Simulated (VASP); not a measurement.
# Sn (P6_3/mmc) in VASP: notebook

Sn is run at these levels: PBEsol; tasks: single point, relaxation of cell and atoms.

Program: VASP 6.6.1. These are calculated values, not measurements. Logs are shortened: lines on timing, memory, paths and dates and some standing lists are left out, and cuts for length are marked.

### Step 1. The cell of the first run

Symmetry: P6_3/mmc, No. 194, hexagonal system. The conventional cell has a = 3.315 Å, b = 3.315 Å, c = 5.513 Å, α = 90.00°, β = 90.00°, γ = 120.00°. Within 4.4 Å of Sn (site symmetry -6m2) lie 12 Sn at 3.31 to 3.36 Å.

### Step 2. Single point, PBEsol

INCAR

```
  ALGO = Normal
  EDIFF = 1E-7
  ENCUT = 520
  GGA = PS
  ISIF = 2
  ISMEAR = -1
  LASPH = T
  LCHARG = F
  LREAL = F
  LWAVE = F
  NBANDS = 21
  NELM = 100
  PREC = Accurate
  SIGMA = 0.1
```

KPOINTS

```
k-points
0
Gamma
  12 12 7
```

POSCAR

```
Sn
1.0
    3.3149333680      0.0000000000      0.0000000000
   -1.6574666840      2.8708165085      0.0000000000
    0.0000000000      0.0000000000      5.5128512027
Sn
2
Direct
    0.3333333333      0.6666666667      0.2500000000
    0.6666666667      0.3333333333      0.7500000000
```

Potentials or basis: VASP PAW PBE potentials, release 64 (Sn_d).

Run with:

```sh
> cat potpaw_PBE.64/Sn_d/POTCAR > POTCAR
> mpirun -np 1 vasp_std > vasp.out
```

OUTCAR:

```text
EDIFF = 1E-7
   ENCUT = 520
   GGA = PS
   ISIF = 2
   ISMEAR = -1
   LASPH = T
   LREAL = F
   NELM = 100
   PREC = Accurate

 ion  position               nearest neighbor table
   1  0.333  0.667  0.250-   2 3.36   2 3.36   2 3.36   2 3.36   2 3.36   2 3.36
   2  0.667  0.333  0.750-   1 3.36   1 3.36   1 3.36   1 3.36   1 3.36   1 3.36

  LATTYP: Found a hexagonal cell.
 ALAT       =     3.3149333680
 C/A-ratio  =     1.6630352984

  Lattice vectors:

 A1 = (   3.3149333680,   0.0000000000,   0.0000000000)
 A2 = (  -1.6574666840,   2.8708165085,   0.0000000000)
 A3 = (   0.0000000000,   0.0000000000,   5.5128512027)

Analysis of symmetry for initial positions (statically):
=====================================================================
 Subroutine PRICEL returns:
 Original cell was already a primitive cell.

 Routine SETGRP: Setting up the symmetry group for a
 hexagonal supercell.

 Subroutine GETGRP returns: Found 24 space group operations
 (whereof 12 operations were pure point group operations)
 out of a pool of 24 trial point group operations.

The static configuration has the point symmetry D_3d.
 The point group associated with its full space group is D_6h.

Analysis of symmetry for dynamics (positions and initial velocities):
=====================================================================
 Subroutine PRICEL returns:
 Original cell was already a primitive cell.

 Routine SETGRP: Setting up the symmetry group for a
 hexagonal supercell.

 Subroutine GETGRP returns: Found 24 space group operations
 (whereof 12 operations were pure point group operations)
 out of a pool of 24 trial point group operations.

The dynamic configuration has the point symmetry D_3d.
 The point group associated with its full space group is D_6h.

 Subroutine INISYM returns: Found 24 space group operations
 (whereof 12 operations are pure point group operations),
 and found     1 'primitive' translations

----------------------------------------------------------------------------------------

                                     Primitive cell

  volume of cell :      52.4634

  direct lattice vectors                    reciprocal lattice vectors
     3.314933368  0.000000000  0.000000000     0.301665189  0.174166478  0.000000000
    -1.657466684  2.870816508  0.000000000     0.000000000  0.348332956  0.000000000
     0.000000000  0.000000000  5.512851203     0.000000000  0.000000000  0.181394339

[... 74 lines left out ...]
   PREC   = accura    normal or accurate (medium, high low for compatibility)
   ISTART =      0    job   : 0-new  1-cont  2-samecut
   ICHARG =      2    charge: 1-file 2-atom 10-const
   ISPIN  =      1    spin polarized calculation?
   LNONCOLLINEAR =      F non collinear calculations
   LSORBIT =      F    spin-orbit coupling
   LASPH  =      T    aspherical Exc in radial PAW
   ENCUT  =  520.0 eV  38.22 Ry    6.18 a.u.   6.16  6.16 10.25*2*pi/ulx,y,z
   NELM   =    100;   NELMIN=  2; NELMDL= -5     # of ELM steps
   EDIFF  = 0.1E-06   stopping-criterion for ELM
   LREAL  =      F    real-space projection
   EDIFFG = 0.1E-05   stopping-criterion for IOM
   NSW    =      0    number of steps for IOM
   IBRION =     -1    ionic relax: 0-MD 1-quasi-New 2-CG
   NFREE  =      0    steps in history (QN), initial steepest desc. (CG)
   ISIF   =      2    stress and relaxation
   ISYM   =      2    0-nonsym 1-usesym 2-fastsym
   POTIM  = 0.5000    time-step for ionic-motion
   TEBEG  =    0.0;   TEEND  =   0.0 temperature during run
   PSTRESS=    0.0 pullay stress
   NELECT =      28.0000    total number of electrons
   NUPDOWN=      -1.0000    fix difference up-down
   EMIN   =  10.00;   EMAX   =-10.00  energy-range for DOS
   EFERMI =   0.00;   METHOD = LEGACY
   ISMEAR =    -1;   SIGMA  =   0.10  broadening in eV -4-tet -1-fermi 0-gaus
   EFERMI_NEDOS =   21; number of points for ismear=-14 and -15
   IALGO  =     38    algorithm
   IMIX   =      4    mixing-type and parameters
     AMIX     =   0.40;   BMIX     =  1.00
     AMIX_MAG =   1.60;   BMIX_MAG =  1.00
  volume/ion in A,a.u.               =      26.23       177.02
  Fermi-wavevector in a.u.,A,eV,Ry     =   1.327930  2.509425 23.992505  1.763399
  Thomas-Fermi vector in A             =   2.457206
   LORBIT       =      0    0 simple, 1 ext, 2 COOP (PROOUT), +10 PAW based schemes
   GGA     = PS    functional components
   LHFCALC =     F    Hartree Fock is set to
   AEXX    =    0.0000 exact exchange contribution
   IVDW    =     0    specifies the selected vdW correction
   LEPSILON=     F    determine dielectric tensor
   LRPA    =     F    only Hartree local field effects (RPA)
 non-spin polarized calculation
  energy-cutoff  :      520.00
  volume of cell :       52.46
 maximum number of plane-waves:      1422
 NGX is ok and might be reduce to    28
   NGX = 13   NGY = 13   NGZ = 21

 number of electron      27.9999992 magnetization

 Free energy of the ion-electron system (eV)
  ---------------------------------------------------
  ext. energy  EPLUGINS =         0.00000000
  ---------------------------------------------------
  free energy    TOTEN  =        -8.47973446 eV

  energy without entropy =       -8.43502051  energy(sigma->0) =       -8.45737748

 E-fermi :   8.3671     XC(G=0): -10.6722

 val. band max:        8.3636913898   @ k =   0.3333   0.3333   0.1429
 cond. band min:       8.3949702461   @ k =   0.3333   0.0833   0.1429
 fundamental gap:      0.0312788563
 Fermi energy:         8.3670594219

 k-point     1 :       0.0000    0.0000    0.0000
  band No.  band energies     occupation
      1     -13.0745      2.00000
      2     -13.0707      2.00000
      3     -13.0555      2.00000
      4     -13.0555      2.00000
      5     -13.0441      2.00000
      6     -13.0441      2.00000
[... 565 lines left out ...]
     20      17.0676      0.00000
     21      18.3279      0.00000

 [... further k-points ...]
[... 5 lines left out ...]
  --------------------------------------------------------------------------------------
  -------------------------------------------------------------------------------------
  Total        0.1453981      0.1453981     -0.3513644     -0.0000000      0.0000000      0.0000000
  in kB        4.4403037      4.4403037    -10.7303002     -0.0000000      0.0000000      0.0000000
  external PRESSURE =      -0.6165643 kB  Pullay stress =       0.0000000 kB

 VOLUME and BASIS-vectors are now :
 -----------------------------------------------------------------------------
  energy-cutoff  :      520.00
  volume of cell :       52.46
      direct lattice vectors                 reciprocal lattice vectors
     3.314933368  0.000000000  0.000000000     0.301665189  0.174166478  0.000000000
    -1.657466684  2.870816508  0.000000000     0.000000000  0.348332956  0.000000000
     0.000000000  0.000000000  5.512851203     0.000000000  0.000000000  0.181394339

 POSITION                                       TOTAL-FORCE (eV/Angst)
 -----------------------------------------------------------------------------------
     -0.00000      1.91388      1.37821        -0.000000      0.000000      0.000000
      1.65747      0.95694      4.13464         0.000000     -0.000000      0.000000
 -----------------------------------------------------------------------------------
    total drift:                               -0.000000      0.000000      0.000000

  FREE ENERGIE OF THE ION-ELECTRON SYSTEM (eV)
  ---------------------------------------------------
  free  energy   TOTEN  =        -8.4797344591 eV

  energy  without entropy=       -8.4350205092  energy(sigma->0) =       -8.45737748
```

OSZICAR:

```text
N       E                     dE             d eps       ncg     rms          rms(c)
DAV:   1     0.219522652073E+03    0.21952E+03   -0.14783E+04  3240   0.213E+03
DAV:   2     0.136773088385E+02   -0.20585E+03   -0.20177E+03  3202   0.451E+02
DAV:   3    -0.786668931658E+01   -0.21544E+02   -0.21341E+02  3663   0.133E+02
DAV:   4    -0.850155139030E+01   -0.63486E+00   -0.63408E+00  3698   0.252E+01
DAV:   5    -0.852407229933E+01   -0.22521E-01   -0.22520E-01  4303   0.466E+00    0.202E+00
DAV:   6    -0.849065733923E+01    0.33415E-01   -0.47404E-02  4405   0.298E+00    0.107E+00
DAV:   7    -0.848033781631E+01    0.10320E-01   -0.23990E-02  4415   0.207E+00    0.156E-01
DAV:   8    -0.847972931917E+01    0.60850E-03   -0.17129E-03  4205   0.593E-01    0.199E-02
DAV:   9    -0.847973405867E+01   -0.47395E-05   -0.44249E-05  4419   0.522E-02    0.129E-02
DAV:  10    -0.847973438804E+01   -0.32937E-06   -0.28445E-06  4243   0.171E-02    0.183E-03
DAV:  11    -0.847973451986E+01   -0.13182E-06   -0.31324E-07  3235   0.836E-03    0.245E-04
DAV:  12    -0.847973445912E+01    0.60739E-07   -0.23015E-08  2216   0.138E-03
   1 F= -.84797345E+01 E0= -.84573775E+01  d E =-.447139E-01
```

stdout:

```text
POSCAR found type information on POSCAR Sn
 POSCAR found :  1 types and       2 ions
 scaLAPACK will be used
 -----------------------------------------------------------------------------
|                                                                             |
|                                                                             |
|     You enforced a specific xc type in the INCAR file but a different       |
|     I HOPE YOU KNOW WHAT YOU ARE DOING!                                     |
|                                                                             |
 -----------------------------------------------------------------------------

 LDA part: xc-table for (Slater+PW92), standard interpolation
 POSCAR, INCAR and KPOINTS ok, starting setup
 FFT: planning ... GRIDC
 FFT: planning ... GRID_SOFT
 FFT: planning ... GRID
 WAVECAR not read
 entering main loop
```

It took 50 s on 1 thread of Intel Xeon Platinum 8375C at 2.90GHz (Ice Lake), shared host; peak memory 0.21 GiB.

What came out:

| Quantity | Value |
| --- | --- |
| Free energy | -8.4797 eV |
| Pressure | -0.1 GPa |
| Band gap on the k mesh | zero (band 14 reaches 14.63 eV, above the bottom of band 15 at 6.03 eV) |

Stress tensor (GPa, compression positive):
```
 0.44  0.00  0.00
 0.00  0.44  0.00
 0.00  0.00 -1.07
```

Levels at points of the mesh, in eV from the Fermi level:
| k point | band 11 | band 12 | band 13 | band 14 | band 15 | band 16 | band 17 | band 18 |
| --- | --- | --- | --- | --- | --- | --- | --- | --- |
| (0.00, 0.00, 0.00) | -11.37 | -7.01 | -4.83 | 6.18 | 6.18 | 7.79 | 7.95 | 7.95 |
| (0.50, 0.00, 0.00) | -7.11 | -6.01 | -2.42 | -1.62 | -0.81 | 1.24 | 2.29 | 5.91 |

Caveat: the PAW data sets were made with another functional, which shifts forces and pressure a little; spin-orbit coupling is left out, which moves the levels of the heavy elements.

### Step 3. Single point, PBEsol (volume scaled by 1.04)

INCAR

```
SYSTEM = Sn
PREC     = Accurate       ! precision mode
ENCUT    = 520            ! plane-wave cutoff, eV
EDIFF    = 1E-6           ! SCF threshold, eV
ISMEAR   = -1             ! smearing method
SIGMA    = 0.1            ! smearing width, eV
LREAL    = .False.        ! projectors in reciprocal space
LASPH    = .True.         ! aspherical terms in the spheres
NELM     = 60             ! most SCF steps
ALGO     = Normal         ! electronic algorithm
ISIF     = 2              ! what is computed and relaxed
LWAVE    = .False.        ! write WAVECAR
LCHARG   = .False.        ! write CHGCAR
GGA      = PS             ! functional
NBANDS   = 21             ! bands
```

KPOINTS

```
Automatic mesh
0
Gamma
  12 12 7
  0 0 0
```

POSCAR

```
Sn
1.0
    3.3585559148      0.0000000000      0.0000000000
   -1.6792779574      2.9085947422      0.0000000000
    0.0000000000      0.0000000000      5.5853970379
Sn
2
Direct
    0.3333333333      0.6666666667      0.2500000000
    0.6666666667      0.3333333333      0.7500000000
```

Potentials or basis: VASP PAW PBE potentials, release 64 (Sn_d).

Run with:

```sh
> cat potpaw_PBE.64/Sn_d/POTCAR > POTCAR
> mpirun -np 1 vasp_std > vasp.out
```

Wall time 45 s (1 thread of Intel Xeon Platinum 8375C at 2.90GHz (Ice Lake), shared host); peak memory 0.21 GiB.

Results (log left out):

* Free energy: -8.4667 eV
* Pressure: -2.0 GPa
* Band gap on the k mesh: zero (band 14 reaches 13.91 eV, above the bottom of band 15 at 5.67 eV)

Stress tensor (GPa, compression positive):
```
-1.57  0.00  0.00
 0.00 -1.57  0.00
 0.00  0.00 -2.77
```

Levels at points of the mesh, in eV from the Fermi level:
| k point | band 12 | band 13 | band 14 | band 15 | band 16 | band 17 |
| --- | --- | --- | --- | --- | --- | --- |
| (0.00, 0.00, 0.00) | -6.94 | -4.61 | 5.95 | 5.95 | 7.48 | 7.64 |
| (0.50, 0.00, 0.00) | -5.89 | -2.44 | -1.57 | -0.74 | 1.26 | 2.25 |

Caveat: the PAW data sets were made with another functional, which shifts forces and pressure a little; spin-orbit coupling is left out, which moves the levels of the heavy elements.

### Step 4. Single point, PBEsol (volume scaled by 1.08)

INCAR

```
SYSTEM = Sn
PREC = Accurate
ENCUT = 520
EDIFF = 1E-7
ISMEAR = -1
SIGMA = 0.1
LREAL = .FALSE.
LASPH = .TRUE.
NELM = 100
ALGO = Normal
ISIF = 2
LWAVE = .FALSE.
LCHARG = .TRUE.
GGA = PS
LELF = .TRUE.
LVHAR = .TRUE.
NBANDS = 21
```

KPOINTS

```
regular mesh
0
G
  12 12 7
  0 0 0
```

POSCAR

```
Sn
1.0
    3.4010737944      0.0000000000      0.0000000000
   -1.7005368972      2.9454163061      0.0000000000
    0.0000000000      0.0000000000      5.6561057725
Sn
2
Direct
    0.3333333333      0.6666666667      0.2500000000
    0.6666666667      0.3333333333      0.7500000000
```

Run with:

```sh
> cat potpaw_PBE.64/Sn_d/POTCAR > POTCAR
> mpirun -np 1 vasp_std > vasp.out
```

Wall time 56 s (1 thread of Intel Xeon Platinum 8375C at 2.90GHz (Ice Lake), shared host); peak memory 0.21 GiB.

The run converged. Its results:

* Free energy: -8.4309 eV
* Pressure: -3.5 GPa
* Band gap on the k mesh: zero (band 14 reaches 13.24 eV, above the bottom of band 15 at 5.35 eV)

Stress tensor (GPa, compression positive):
```
-3.23  0.00  0.00
 0.00 -3.23  0.00
 0.00  0.00 -4.16
```

Levels at points of the mesh, in eV from the Fermi level:
| k point | band 10 | band 11 | band 12 | band 13 | band 14 | band 15 | band 16 | band 17 | band 18 | band 19 |
| --- | --- | --- | --- | --- | --- | --- | --- | --- | --- | --- |
| (0.00, 0.00, 0.00) | -21.26 | -10.80 | -6.87 | -4.41 | 5.73 | 5.73 | 7.19 | 7.35 | 7.35 | 9.38 |
| (0.50, 0.00, 0.00) | -21.24 | -6.92 | -5.79 | -2.46 | -1.52 | -0.68 | 1.28 | 2.20 | 5.58 | 5.73 |

Caveat: the PAW data sets were made with another functional, which shifts forces and pressure a little; spin-orbit coupling is left out, which moves the levels of the heavy elements.

(Continued in part 2 of 2.)
